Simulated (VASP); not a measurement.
ZnF2, 6 atoms in the cell. It takes space group P4_2/mnm (No. 136, tetragonal). The conventional cell has a = 4.848 Å, b = 4.848 Å, c = 3.207 Å, α = 90.00°, β = 90.00°, γ = 90.00°. Zn (site symmetry mmm) has 6 F at 2.09 Å within 2.8 Å. Within 2.8 Å of F (site symmetry m2m) lie 3 Zn at 2.09 Å and 1 F at 2.68 Å. 

```yaml
Program: VASP 6.6.1
Task: relaxation of shape and atoms at fixed volume
Functional: PBE
Potentials_or_basis: VASP PAW PBE potentials, release 64 (Zn, F)
Cutoff: 600 eV
k_mesh: 6 × 6 × 8
Occupations: gaussian, width 0.02 eV
Spin: no spin polarisation
Dipole_correction: no
Further_INCAR_settings: ALGO = Normal; EDIFF = 1e-07; IBRION = 2; EDIFFG = -0.01; NSW = 50; ISIF = 4
```

Potentials or basis: VASP PAW PBE potentials, release 64 (Zn, F).

Command:

```console
$ cat potpaw_PBE.64/Zn/POTCAR potpaw_PBE.64/F/POTCAR > POTCAR
$ mpirun -np 1 vasp_std > vasp.out
```

Hardware: 1 thread of Oxide Virtual Turin-like Processor, on a shared host.

Q: How long does it take, and how much memory?

A: Run time: 3.6 min on 1 thread of Oxide Virtual Turin-like Processor, with other jobs on the host, peak memory 0.24 GiB. Counts: scf iterations 31, k points 50, ion steps 3.
